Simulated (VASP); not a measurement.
A run of VASP 6.6.1:

INCAR

```
PREC = Accurate
ENCUT = 520
EDIFF = 1E-7
ISMEAR = 1
SIGMA = 0.1
LREAL = F
LASPH = T
NELM = 80
ALGO = Fast
ISIF = 2
LWAVE = F
LCHARG = T
GGA = PE
IVDW = 13
LELF = T
LVHAR = T
NBANDS = 17
```

KPOINTS

```
regular mesh
0
Gamma
  10 10 5
```

The input POSCAR:

```
Hf
1.0
    3.1967000000      0.0000000000      0.0000000000
   -1.5983500000      2.7684234083      0.0000000000
    0.0000000000      0.0000000000      5.0578000000
Hf
2
Direct
    0.6666666667      0.3333333333      0.7500000000
    0.3333333333      0.6666666667      0.2500000000
```

Potentials or basis: VASP PAW PBE potentials, release 64 (Hf_pv).

Launch:

```sh
$ cat potpaw_PBE.64/Hf_pv/POTCAR > POTCAR
$ mpirun -np 1 vasp_std > vasp.out
```

Hardware: 1 thread of Intel(R) Xeon(R) Platinum 8375C CPU @ 2.90GHz (Ice Lake), on a shared host.

Estimate the wall time of this run.

Run time: 31 s on 1 thread of Intel(R) Xeon(R) Platinum 8375C CPU @ 2.90GHz (Ice Lake) (shared host), peak memory 0.17 GiB. Counts: scf iterations 17, k points 42.
